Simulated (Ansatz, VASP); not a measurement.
## One calculation of Te2Mo, two programs

File INCAR:

```
SYSTEM = Te2Mo
ALGO = Normal
EDIFF = 1E-7
ENCUT = 520
GGA = PS
ISIF = 2
ISMEAR = -1
LASPH = .TRUE.
LCHARG = .FALSE.
LREAL = .FALSE.
LWAVE = .FALSE.
NBANDS = 20
NELM = 60
PREC = Accurate
SIGMA = 0.02
```

The input KPOINTS:

```
k-points
0
G
  4 4 4
  0 0 0
```

File POSCAR:

```
Te2Mo
1.0
    0.0000000000      3.3148317929      3.3148317929
    3.3148317929      0.0000000000      3.3148317929
    3.3148317929      3.3148317929      0.0000000000
Mo Te
1 2
Direct
    0.0000000000      0.0000000000      0.0000000000
    0.2500000000      0.2500000000      0.2500000000
    0.7500000000      0.7500000000      0.7500000000
```

Input for Ansatz:

```yaml
crystal:
  lattice:
    - [0.0, 3.3148317929, 3.3148317929]
    - [3.3148317929, 0.0, 3.3148317929]
    - [3.3148317929, 3.3148317929, 0.0]
  atoms:
    - { symbol: Mo, position: [0.0, 0.0, 0.0] }
    - { symbol: Te, position: [0.25, 0.25, 0.25] }
    - { symbol: Te, position: [0.75, 0.75, 0.75] }
kpoints:
  mp_grid: { grid: [4, 4, 4] }
hamiltonian:
  xc: pbesol
scf:
  occupations: { method: fermi_dirac, width: 0.02 }
  n_extra_bands: 4
output:
  forces: true
  stress: true
  eigenvalues: true
```

Alike in both runs: task single point; functional PBEsol; k mesh 4 × 4 × 4; occupations fermi-dirac, width 0.02 eV; no spin polarisation.

```csv
,VASP,Ansatz
version,VASP 6.6.1,Ansatz 0.2.0
potentials or method,"VASP PAW PBE potentials, release 64 (Mo_sv, Te)","plane waves, PAW"
plane-wave cutoff (eV),520,420
valence electrons in the cell,26,46
```

```tsv
	VASP	Ansatz	Ansatz less VASP
pressure (GPa)	-2.2	-2.3	-0.09
```

VASP's potentials were made for PBE, not for PBEsol. With one functional, cell and mesh, what is left measures potentials, basis and numerics. VASP's potentials hold 26 valence electrons a cell and Ansatz's 46, so a difference there can come from the potentials and not from the codes.

The k mesh is coarse, so the values compare programs but aren't converged. Spin-orbit coupling is off throughout.
